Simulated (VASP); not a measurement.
A run of VASP 6.6.1:

Contents of POSCAR:

```
CdS
1.0
    4.1021322491      0.0000000000      0.0000000000
   -2.0510661245      3.5525507374      0.0000000000
    0.0000000000      0.0000000000      6.6645203628
Cd S
2 2
Direct
    0.3333333333      0.6666666667     -0.0009631153
    0.6666666667      0.3333333333      0.4990368847
    0.3333333333      0.6666666667      0.3759631153
    0.6666666667      0.3333333333      0.8759631153
```

INCAR.step1

```
  ALGO = Normal
  EDIFF = 1E-4
  ENCUT = 520
  GGA = PE
  ISMEAR = 0
  LASPH = True
  LCHARG = False
  LREAL = False
  LWAVE = True
  NBANDS = 26
  NELM = 100
  PREC = Accurate
  SIGMA = 0.01
```

Contents of INCAR.step2:

```
  ALGO = Normal
  EDIFF = 1E-6
  ENCUT = 520
  ISIF = 2
  ISMEAR = 0
  ISTART = 1
  LASPH = True
  LCHARG = False
  LMIXTAU = True
  LREAL = False
  LWAVE = False
  METAGGA = R2SCAN
  NBANDS = 26
  NELM = 100
  PREC = Accurate
  SIGMA = 0.01
```

KPOINTS

```
k-points
0
Gamma
  12 12 4
```

Potentials or basis: VASP PAW PBE potentials, release 64 (Cd, S).

Command:

```sh
$ cat potpaw_PBE.64/Cd/POTCAR potpaw_PBE.64/S/POTCAR > POTCAR
$ cp INCAR.step1 INCAR
$ mpirun -np 1 vasp_std > vasp.out
$ cp INCAR.step2 INCAR
$ mpirun -np 1 vasp_std > vasp.out
```

Hardware: 1 thread of Intel(R) Xeon(R) 6975P-C (Granite Rapids) (shared host).

Question: How long does it take, and how much memory?

Answer: Wall time 2.9 min on 1 thread of Intel(R) Xeon(R) 6975P-C (Granite Rapids) (shared host), peak memory 0.3 GiB. Counts: k points 57.
